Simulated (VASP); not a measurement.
The system is Hf.

```
CELL_PARAMETERS angstrom
3.13144 0.00000 0.00000
-1.56572 2.71191 0.00000
0.00000 0.00000 4.95455
ATOMIC_POSITIONS crystal
Hf 0.66667 0.33333 0.75000
Hf 0.33333 0.66667 0.25000
```

Base run:

* Program: VASP 6.6.1
* Functional: PBEsol
* Potentials or basis: VASP PAW PBE potentials, release 64 (Hf_pv)
* Cutoff: 520 eV
* k mesh: 10 × 10 × 5
* Occupations: fermi-dirac, width 0.05 eV
* Spin: no spin polarisation

Its results: band gap on the k mesh zero (bands 10 and 11 overlap by 1.53 eV); pressure 2.6 GPa.

Question: The run is repeated on the same cell with these changes: functional from PBEsol to LDA; potentials or basis from VASP PAW PBE potentials, release 64 (Hf_pv) to VASP PAW LDA potentials, release 64 (Hf_pv). What comes out?

Answer: Band gap on the k mesh zero (bands 10 and 11 overlap by 1.48 eV); pressure -1.3 GPa.

Caveats: spin-orbit coupling is left out, which moves the levels of the heavy elements; the PAW data sets were made with another functional, which shifts forces and pressure a little (at least some runs).
